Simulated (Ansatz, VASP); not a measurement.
## Two plane-wave programs on AlN

File INCAR:

```
PREC = Accurate ; ENCUT = 520
EDIFF = 1E-6 ; ISMEAR = 0
SIGMA = 0.05 ; LREAL = F
LASPH = T ; NELM = 80
ALGO = Normal ; ISIF = 2
LWAVE = F ; LCHARG = F
GGA = PE ; NBANDS = 11
```

The input KPOINTS:

```
regular mesh
0
Gamma
  10 10 10
```

The input POSCAR:

```
AlN
1.0
   -0.0417551752      2.0670920586      2.0670920586
    2.0670920586     -0.0417551752      2.0670920586
    2.0670920586      2.0670920586     -0.0417551752
Al N
1 1
Direct
    0.5000000000      0.5000000000      0.5000000000
    0.0000000000      0.0000000000      0.0000000000
```

Input for Ansatz:

```yaml
crystal:
  lattice:
    - [-0.0417551752, 2.0670920586, 2.0670920586]
    - [2.0670920586, -0.0417551752, 2.0670920586]
    - [2.0670920586, 2.0670920586, -0.0417551752]
  atoms:
    - { symbol: Al, position: [0.5, 0.5, 0.5] }
    - { symbol: "N", position: [0.0, 0.0, 0.0] }
basis:
  ecutwfc: 520.0
kpoints:
  mp_grid: { grid: [10, 10, 10] }
hamiltonian:
  xc: pbe
  pseudopotentials: { kind: paw, azcp: { folder: soft_1 } }
scf:
  occupations: { method: gaussian, width: 0.05 }
output:
  forces: true
  stress: true
  eigenvalues: true
```

Alike in both runs: task single point; functional PBE; k mesh 10 × 10 × 10; occupations gaussian, width 0.05 eV; no spin polarisation.

```csv
,VASP,Ansatz
version,VASP 6.6.1,Ansatz 0.2.0
potentials or method,"VASP PAW PBE potentials, release 64 (Al, N), cutoff 520 eV","scalar-relativistic, plane waves, PAW"
valence electrons in the cell,8,8
```

Ansatz gave:

- gap on the k mesh at the Fermi level (eV): 3.42
- least direct gap on the mesh (eV): 4.06
- pressure (GPa): -16.5
- traceless stress, the component that is largest in VASP (GPa): 5.32

Question: Which values does VASP return?

Answer: gap on the k mesh at the Fermi level (eV): 3.41; least direct gap on the mesh (eV): 4.07; pressure (GPa): -16.6; traceless stress, the component that is largest in VASP (GPa): 5.33.
